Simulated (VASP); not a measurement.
# HfN (Fm-3m) in VASP: further runs

HfN is run at these levels: PBEsol; tasks: single point.

Program: VASP 6.6.1. These are calculated values, not measurements. Logs are shortened: lines on timing, memory, paths and dates and some standing lists are left out, and cuts for length are marked.

## (1) The cell of the first run

Symmetry: Fm-3m, No. 225, cubic system. Conventional cell: a = 4.467 Å, b = 4.467 Å, c = 4.467 Å, α = 90.00°, β = 90.00°, γ = 90.00°. Within 3.0 Å of Hf (site symmetry m-3m) lie 6 N at 2.23 Å. N (site symmetry m-3m) has 6 Hf at 2.23 Å within 3.0 Å.

## (2) Single point, PBEsol

Contents of INCAR:

```
  ALGO = Normal
  EDIFF = 1E-6
  ENCUT = 520
  GGA = PS
  ISIF = 2
  ISMEAR = -1
  LASPH = True
  LCHARG = True
  LELF = True
  LREAL = False
  LVHAR = True
  LWAVE = False
  NBANDS = 14
  NELM = 60
  PREC = Accurate
  SIGMA = 0.05
```

Contents of KPOINTS:

```
k-points
0
Gamma
  18 18 18
```

Contents of POSCAR:

```
HfN
1.0
    0.0000000000      2.2332841603      2.2332841603
    2.2332841603      0.0000000000      2.2332841603
    2.2332841603      2.2332841603      0.0000000000
Hf N
1 1
Direct
    0.0000000000      0.0000000000      0.0000000000
    0.5000000000      0.5000000000      0.5000000000
```

Potentials or basis: VASP PAW PBE potentials, release 64 (Hf_pv, N).

Run with:

```
> cat potpaw_PBE.64/Hf_pv/POTCAR potpaw_PBE.64/N/POTCAR > POTCAR
> mpirun -np 1 vasp_std > vasp.out
```

OUTCAR:

```text
EDIFF = 1E-6
   ENCUT = 520
   GGA = PS
   ISIF = 2
   ISMEAR = -1
   LASPH = True
   LREAL = False
   NELM = 60
   PREC = Accurate

 ion  position               nearest neighbor table
   1  0.000  0.000  0.000-   2 2.23   2 2.23   2 2.23   2 2.23   2 2.23   2 2.23
   2  0.500  0.500  0.500-   1 2.23   1 2.23   1 2.23   1 2.23   1 2.23   1 2.23

  LATTYP: Found a face centered cubic cell.
 ALAT       =     4.4665683206

  Lattice vectors:

 A1 = (   0.0000000000,   2.2332841603,   2.2332841603)
 A2 = (   2.2332841603,   0.0000000000,   2.2332841603)
 A3 = (   2.2332841603,   2.2332841603,   0.0000000000)

Analysis of symmetry for initial positions (statically):
=====================================================================
 Subroutine PRICEL returns:
 Original cell was already a primitive cell.

 Routine SETGRP: Setting up the symmetry group for a
 face centered cubic supercell.

 Subroutine GETGRP returns: Found 48 space group operations
 (whereof 48 operations were pure point group operations)
 out of a pool of 48 trial point group operations.

The static configuration has the point symmetry O_h .

Analysis of symmetry for dynamics (positions and initial velocities):
=====================================================================
 Subroutine PRICEL returns:
 Original cell was already a primitive cell.

 Routine SETGRP: Setting up the symmetry group for a
 face centered cubic supercell.

 Subroutine GETGRP returns: Found 48 space group operations
 (whereof 48 operations were pure point group operations)
 out of a pool of 48 trial point group operations.

The dynamic configuration has the point symmetry O_h .

 Subroutine INISYM returns: Found 48 space group operations
 (whereof 48 operations are pure point group operations),
 and found     1 'primitive' translations

----------------------------------------------------------------------------------------

                                     Primitive cell

  volume of cell :      22.2773

  direct lattice vectors                    reciprocal lattice vectors
     0.000000000  2.233284160  2.233284160    -0.223885526  0.223885526  0.223885526
     2.233284160  0.000000000  2.233284160     0.223885526 -0.223885526  0.223885526
     2.233284160  2.233284160  0.000000000     0.223885526  0.223885526 -0.223885526

  length of vectors
     3.158340748  3.158340748  3.158340748     0.387781107  0.387781107  0.387781107

  position of ions in fractional coordinates (direct lattice)
     0.000000000  0.000000000  0.000000000
     0.500000000  0.500000000  0.500000000

  ion indices of the primitive-cell ions
   primitive index   ion index
                 1           1
                 2           2

----------------------------------------------------------------------------------------

 KPOINTS: k-points

Automatic generation of k-mesh.
 Grid dimensions read from file:
 generate k-points for:   18   18   18

 Generating k-lattice:

  Cartesian coordinates                     Fractional coordinates (reciprocal lattice)
    -0.012438085  0.012438085  0.012438085     0.055555556  0.000000000  0.000000000
     0.012438085 -0.012438085  0.012438085     0.000000000  0.055555556  0.000000000
     0.012438085  0.012438085 -0.012438085     0.000000000  0.000000000  0.055555556

  Length of vectors
     0.021543395  0.021543395  0.021543395

  Shift w.r.t. Gamma in fractional coordinates (k-lattice)
     0.000000000  0.000000000  0.000000000

 Subroutine IBZKPT returns following result:
 ===========================================

 Found    195 irreducible k-points:

 Following reciprocal coordinates:
            Coordinates               Weight
  0.000000  0.000000  0.000000      1.000000
  0.055556  0.000000  0.000000      8.000000
  0.111111  0.000000  0.000000      8.000000
  0.166667  0.000000  0.000000      8.000000
  0.222222  0.000000  0.000000      8.000000
  0.277778  0.000000  0.000000      8.000000
[... 16 lines left out ...]
 -0.277778  0.055556  0.000000     24.000000
 -0.222222  0.055556  0.000000     24.000000
 [... further k-points ...]
   k-points           NKPTS =    195   k-points in BZ     NKDIM =    195   number of bands    NBANDS=     14
   number of dos      NEDOS =    301   number of ions     NIONS =      2
   total plane-waves  NPLWV =  13824
   dimension x,y,z NGX =    24 NGY =   24 NGZ =   24
   dimension x,y,z NGXF=    48 NGYF=   48 NGZF=   48
   ions per type =               1   1
   NGX,Y,Z   is equivalent  to a cutoff of  12.63, 12.63, 12.63 a.u.
   NGXF,Y,Z  is equivalent  to a cutoff of  25.27, 25.27, 25.27 a.u.
 SYSTEM =  unknown system
   PREC   = accura    normal or accurate (medium, high low for compatibility)
   ISTART =      0    job   : 0-new  1-cont  2-samecut
   ICHARG =      2    charge: 1-file 2-atom 10-const
   ISPIN  =      1    spin polarized calculation?
   LNONCOLLINEAR =      F non collinear calculations
   LSORBIT =      F    spin-orbit coupling
   LASPH  =      T    aspherical Exc in radial PAW
   ENCUT  =  520.0 eV  38.22 Ry    6.18 a.u.   5.87  5.87  5.87*2*pi/ulx,y,z
   NELM   =     60;   NELMIN=  2; NELMDL= -5     # of ELM steps
   EDIFF  = 0.1E-05   stopping-criterion for ELM
   LREAL  =      F    real-space projection
   EDIFFG = 0.1E-04   stopping-criterion for IOM
   NSW    =      0    number of steps for IOM
   IBRION =     -1    ionic relax: 0-MD 1-quasi-New 2-CG
   NFREE  =      0    steps in history (QN), initial steepest desc. (CG)
   ISIF   =      2    stress and relaxation
   ISYM   =      2    0-nonsym 1-usesym 2-fastsym
   POTIM  = 0.5000    time-step for ionic-motion
   TEBEG  =    0.0;   TEEND  =   0.0 temperature during run
   PSTRESS=    0.0 pullay stress
   NELECT =      15.0000    total number of electrons
   NUPDOWN=      -1.0000    fix difference up-down
   EMIN   =  10.00;   EMAX   =-10.00  energy-range for DOS
   EFERMI =   0.00;   METHOD = LEGACY
   ISMEAR =    -1;   SIGMA  =   0.05  broadening in eV -4-tet -1-fermi 0-gaus
   EFERMI_NEDOS =   21; number of points for ismear=-14 and -15
   IALGO  =     38    algorithm
   IMIX   =      4    mixing-type and parameters
     AMIX     =   0.40;   BMIX     =  1.00
     AMIX_MAG =   1.60;   BMIX_MAG =  1.00
  volume/ion in A,a.u.               =      11.14        75.17
  Fermi-wavevector in a.u.,A,eV,Ry     =   1.434888  2.711545 28.013075  2.058903
  Thomas-Fermi vector in A             =   2.554247
   LORBIT       =      0    0 simple, 1 ext, 2 COOP (PROOUT), +10 PAW based schemes
   GGA     = PS    functional components
   LHFCALC =     F    Hartree Fock is set to
   AEXX    =    0.0000 exact exchange contribution
   IVDW    =     0    specifies the selected vdW correction
   LEPSILON=     F    determine dielectric tensor
   LRPA    =     F    only Hartree local field effects (RPA)
 non-spin polarized calculation
  energy-cutoff  :      520.00
  volume of cell :       22.28
 maximum number of plane-waves:       612
   NGX = 11   NGY = 11   NGZ = 11

 number of electron      15.0000001 magnetization

 Free energy of the ion-electron system (eV)
  ---------------------------------------------------
  ext. energy  EPLUGINS =         0.00000000
  ---------------------------------------------------
  free energy    TOTEN  =       -22.98939128 eV

  energy without entropy =      -22.98432571  energy(sigma->0) =      -22.98685849

 E-fermi :   8.4932     XC(G=0): -13.0745

 val. band max:        8.4712419147   @ k =   0.4444   0.2222   0.1111
 cond. band min:       8.5005561867   @ k =  -0.1111   0.0556   0.0000
 fundamental gap:      0.0293142720
 Fermi energy:         8.4932100360

 k-point     1 :       0.0000    0.0000    0.0000
  band No.  band energies     occupation
      1     -22.4171      2.00000
      2     -22.4171      2.00000
      3     -22.4171      2.00000
      4      -9.1361      2.00000
      5       5.4837      2.00000
      6       5.4837      2.00000
      7       5.4837      2.00000
      8       8.1145      1.99897
      9       8.1145      1.99897
     10       8.1145      1.99897
     11      10.5342      0.00000
     12      10.5342      0.00000
     13      10.6548      0.00000
     14      18.1282      0.00000

 k-point     2 :       0.0556    0.0000    0.0000
  band No.  band energies     occupation
      1     -22.4543      2.00000
      2     -22.4200      2.00000
      3     -22.4200      2.00000
      4      -9.0575      2.00000
      5       5.1463      2.00000
      6       5.2807      2.00000
      7       5.2807      2.00000
      8       8.2169      1.99206
      9       8.2284      1.99004
     10       8.2284      1.99004
     11      10.7933      0.00000
     12      10.7933      0.00000
     13      10.8852      0.00000
     14      18.3842      0.00000

 k-point     3 :       0.1111    0.0000    0.0000
  band No.  band energies     occupation
      1     -22.5598      2.00000
      2     -22.4285      2.00000
      3     -22.4285      2.00000
      4      -8.8299      2.00000
      5       4.3584      2.00000
      6       4.7936      2.00000
      7       4.7936      2.00000
      8       8.4045      1.71004
      9       8.5303      0.64482
     10       8.5303      0.64482
     11      11.4814      0.00000
     12      11.4814      0.00000
     13      11.4931      0.00000
     14      19.1085      0.00000
[... 324 lines left out ...]
 k-point    23 :      -0.2778    0.0556    0.0000
  band No.  band energies     occupation
      1     -23.1497      2.00000
      2     -22.5185      2.00000
      3     -22.4669      2.00000
      4      -7.3521      2.00000
      5       1.1800      2.00000
      6       2.8329      2.00000
      7       3.1668      2.00000
      8       9.3719      0.00000
      9      10.1538      0.00000
     10      11.1116      0.00000
     11      13.6177      0.00000
     12      14.8385      0.00000
     13      15.6022      0.00000
     14      20.8994      0.00000

 k-point    24 :      -0.2222    0.0556    0.0000
  band No.  band energies     occupation
      1     -22.9690      2.00000
      2     -22.5009      2.00000
      3     -22.4491      2.00000
      4      -7.8364      2.00000
      5       2.0191      2.00000
      6       3.2685      2.00000
      7       3.6661      2.00000
      8       8.9376      0.00028
      9       9.4793      0.00000
     10      10.3942      0.00000
     11      12.7432      0.00000
     12      14.0232      0.00000
     13      14.5092      0.00000
     14      20.9152      0.00000

 [... further k-points ...]

------------------------ aborting loop because EDIFF is reached ----------------------------------------

  FORCE on cell =-STRESS in cart. coord.  units (eV):
  Direction    XX          YY          ZZ          XY          YZ          ZX
  --------------------------------------------------------------------------------------
  -------------------------------------------------------------------------------------
  Total        0.6665087      0.6665087      0.6665087     -0.0000000      0.0000000     -0.0000000
  in kB       47.9351930     47.9351930     47.9351930     -0.0000000      0.0000000     -0.0000000
  external PRESSURE =      47.9351930 kB  Pullay stress =       0.0000000 kB

 VOLUME and BASIS-vectors are now :
 -----------------------------------------------------------------------------
  energy-cutoff  :      520.00
  volume of cell :       22.28
      direct lattice vectors                 reciprocal lattice vectors
     0.000000000  2.233284160  2.233284160    -0.223885526  0.223885526  0.223885526
     2.233284160  0.000000000  2.233284160     0.223885526 -0.223885526  0.223885526
     2.233284160  2.233284160  0.000000000     0.223885526  0.223885526 -0.223885526

 POSITION                                       TOTAL-FORCE (eV/Angst)
 -----------------------------------------------------------------------------------
      0.00000      0.00000      0.00000        -0.000000      0.000000     -0.000000
      2.23328      2.23328      2.23328         0.000000     -0.000000      0.000000
 -----------------------------------------------------------------------------------
    total drift:                                0.000000     -0.000000     -0.000000

  FREE ENERGIE OF THE ION-ELECTRON SYSTEM (eV)
  ---------------------------------------------------
  free  energy   TOTEN  =       -22.9893912775 eV

  energy  without entropy=      -22.9843257051  energy(sigma->0) =      -22.98685849
```

Wall time 54 s (1 thread of Intel Xeon Platinum 8259CL at 2.50GHz (Skylake/Cascade Lake), shared host); peak memory 0.19 GiB.

Results:

| Property | Result |
| --- | --- |
| Free energy | -22.9894 eV |
| Pressure | 4.8 GPa |

Caveat: the PAW data sets were made with another functional, which shifts forces and pressure a little; spin-orbit coupling is left out, which moves the levels of the heavy elements.

(Continued in part 2 of 2.)
